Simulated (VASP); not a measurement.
Here is a VASP 6.6.1 calculation.

INCAR

```
SYSTEM = MoS2
ALGO = Normal ; EDIFF = 1E-7
ENCUT = 520 ; GGA = PE
ISIF = 2 ; ISMEAR = 0
IVDW = 12 ; LASPH = .TRUE.
LCHARG = .TRUE. ; LELF = .TRUE.
LREAL = .FALSE. ; LVHAR = .TRUE.
LWAVE = .FALSE. ; NBANDS = 35
NELM = 100 ; PREC = Accurate
SIGMA = 0.05
```

KPOINTS

```
k-points
0
G
  12 12 4
  0 0 0
```

The input POSCAR:

```
MoS2
1.0
    3.1493479319      0.0000000000      0.0000000000
   -1.5746739660      2.7274153144      0.0000000000
    0.0000000000      0.0000000000     11.4426000000
Mo S
2 4
Direct
    0.6666666667      0.3333333333      0.2501439769
    0.3333333333      0.6666666667      0.7498560231
    0.3333333333      0.6666666667      0.3795985159
    0.6666666667      0.3333333333      0.8793132861
    0.3333333333      0.6666666667      0.1206867139
    0.6666666667      0.3333333333      0.6204014841
```

Potentials or basis: VASP PAW PBE potentials, release 64 (Mo_sv, S).

Launch:

```console
$ cat potpaw_PBE.64/Mo_sv/POTCAR potpaw_PBE.64/S/POTCAR > POTCAR
$ mpirun -np 1 vasp_std > vasp.out
```

**Question.** What does it give for the band gap on the k mesh?

**Answer.** 0.32 eV (least direct gap 1.53 eV).

**Question.** Predict the dispersion energy per atom.

**Answer.** -0.463 eV.

**Question.** Predict the largest force.

**Answer.** 1.651 eV/Å.

Stress tensor (GPa, compression positive):
```
 6.32  0.00  0.00
 0.00  6.32  0.00
 0.00  0.00 18.62
```

Caveat: the cell stands under pressure; forces of over 1 eV/Å act on the atoms, so gaps and moduli don't describe the material at rest. A k mesh can miss the band edges.
